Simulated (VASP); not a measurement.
BN (CsCl type): relaxation of cell and atoms with PBE

Crystal: BN (CsCl type).

```
B N
1.0
     2.06165    0.00000    0.00000
     0.00000    2.06165    0.00000
     0.00000    0.00000    2.06165
B N
1 1
Direct
  0.00000 0.00000 0.00000
  0.50000 0.50000 0.50000
```

| Quantity | Value |
| --- | --- |
| Program | VASP 6.6.1 |
| Task | relaxation of cell and atoms |
| Functional | PBE |
| Potentials or basis | VASP PAW PBE potentials, release 64 (B, N) |
| Cutoff | 600 eV |
| k mesh | 15 × 15 × 15 |
| Occupations | fermi-dirac, width 0.05 eV |
| Spin | no spin polarisation |
| Target pressure | 76 GPa |
| Dipole correction | no |
| Further INCAR settings | ALGO = Normal; EDIFF = 1e-07; IBRION = 2; EDIFFG = -0.005; NSW = 60; ISIF = 3 |

The relaxed volume is 5.08 Å³/atom. The relaxed cell is a = 2.166 Å, b = 2.166 Å, c = 2.166 Å, α = 90.00°, β = 90.00°, γ = 90.00° and the space group after relaxing (to 0.05 Å) is Pm-3m (No. 221). The energy change on relaxing (the enthalpy is what falls) is -528.9 meV/atom, the ionic steps are 18 and the pressure after relaxing is 76.0 GPa. The band gap on the k mesh is zero (band 4 reaches 13.04 eV, above the bottom of band 5 at 9.62 eV).

Step by step:
```tsv
step	energy change (eV)	largest force (eV/Å)	pressure (GPa)	volume (Å³)
1	0.0000	0.0000	176.28	8.76
2	-1.5159	0.0000	-4.62	12.72
3	-1.0981	0.0000	71.59	10.25
4	-1.0630	0.0000	75.46	10.18
5	-1.0489	0.0000	76.98	10.15
6	-1.0491	0.0000	76.95	10.15
7	-1.0498	0.0000	76.89	10.15
8	-1.0498	0.0000	76.88	10.15
9	-1.0498	0.0000	76.88	10.15
10	-1.0498	0.0000	76.88	10.15
11	-1.0499	0.0000	76.87	10.15
12	-1.0500	0.0000	76.86	10.15
13	-1.0502	0.0000	76.84	10.15
14	-1.0506	0.0000	76.80	10.15
15	-1.0514	0.0000	76.71	10.15
16	-1.0531	0.0000	76.54	10.16
17	-1.0564	0.0000	76.17	10.16
18	-1.0579	0.0000	76.02	10.17
```

Final structure:
```
CELL_PARAMETERS angstrom
2.16627 0.00000 0.00000
0.00000 2.16627 0.00000
0.00000 0.00000 2.16627
ATOMIC_POSITIONS crystal
B 0.00000 0.00000 0.00000
N 0.50000 0.50000 0.50000
```

Levels at points of the mesh, in eV from the Fermi level:
```tsv
k point	band 1	band 2	band 3	band 4	band 5	band 6	band 7	band 8
(0.00, 0.00, 0.00)	-23.98	-2.57	-2.57	-2.57	4.43	13.46	13.46	13.46
```

Run time: 21 s on 1 thread of Intel(R) Xeon(R) Platinum 8488C (Sapphire Rapids) (shared host), peak memory 0.11 GiB.

Caveat: the cell is relaxed towards a set pressure, so the enthalpy falls and the energy may rise; the volume moved by over 15 % at a fixed basis, so the end points are rough.
